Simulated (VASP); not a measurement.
Wanted: the native input for a VASP 6.6.1 run.

* Task: relaxation of cell and atoms
* Functional: PBE
* Potentials or basis: VASP PAW PBE potentials, release 64 (Nb_sv, Sn_d, S)
* Cutoff: 600 eV
* k mesh: 4 × 4 × 4
* Occupations: gaussian, width 0.1 eV
* Spin: no spin polarisation
* Dipole correction: no
* Further INCAR settings: ALGO = Normal; EDIFF = 1e-06; IBRION = 2; EDIFFG = -0.04; NSW = 90; ISIF = 3

The structure of NbSnS4 lies in POSCAR:

```
NbSnS4
1.0
    4.4358006300      0.0000000000      0.0000000000
    0.0000000000      4.4358006300      0.0000000000
    0.0000000000      0.0000000000      6.3742477700
Nb Sn S
1 1 4
Direct
    0.5000000000      0.5000000000      0.5000000000
    0.0000000000      0.0000000000      0.0000000000
    0.5000000000      0.0000000000      0.7631459800
    0.0000000000      0.5000000000      0.2368540200
    0.5000000000      0.0000000000      0.2368540200
    0.0000000000      0.5000000000      0.7631459800
```

These files were run (other wordings do the same):

INCAR

```
SYSTEM = NbSnS4
PREC = Accurate
ENCUT = 600
EDIFF = 1E-6
ISMEAR = 0
SIGMA = 0.1
LREAL = .FALSE.
LASPH = .TRUE.
NELM = 80
ALGO = Normal
ISIF = 3
LWAVE = .FALSE.
LCHARG = .FALSE.
GGA = PE
IBRION = 2
NSW = 90
EDIFFG = -0.04
```

KPOINTS

```
Automatic mesh
0
G
  4 4 4
  0 0 0
```

Potentials or basis: VASP PAW PBE potentials, release 64 (Nb_sv, Sn_d, S).

Run with:

```console
$ cat potpaw_PBE.64/Nb_sv/POTCAR potpaw_PBE.64/Sn_d/POTCAR potpaw_PBE.64/S/POTCAR > POTCAR
$ mpirun -np 1 vasp_std > vasp.out
```

It gave:

```yaml
Relaxed_volume: 20.23 Å³/atom
Relaxed_cell: a = 4.368 Å, b = 4.368 Å, c = 6.362 Å, α = 90.00°, β = 90.00°, γ = 90.00°
Space_group_after_relaxing_to_0.05_Å: P4/mmm (No. 123)
Energy_gained_by_relaxing: 177.8 meV/atom
Ionic_steps: 8
Pressure_after_relaxing: -0.2 GPa
Largest_force_after_relaxing: 0.021 eV/Å
```

Wall time 8.6 min on 1 thread of Intel Xeon 6975P-C, on a shared host, peak memory 0.32 GiB.
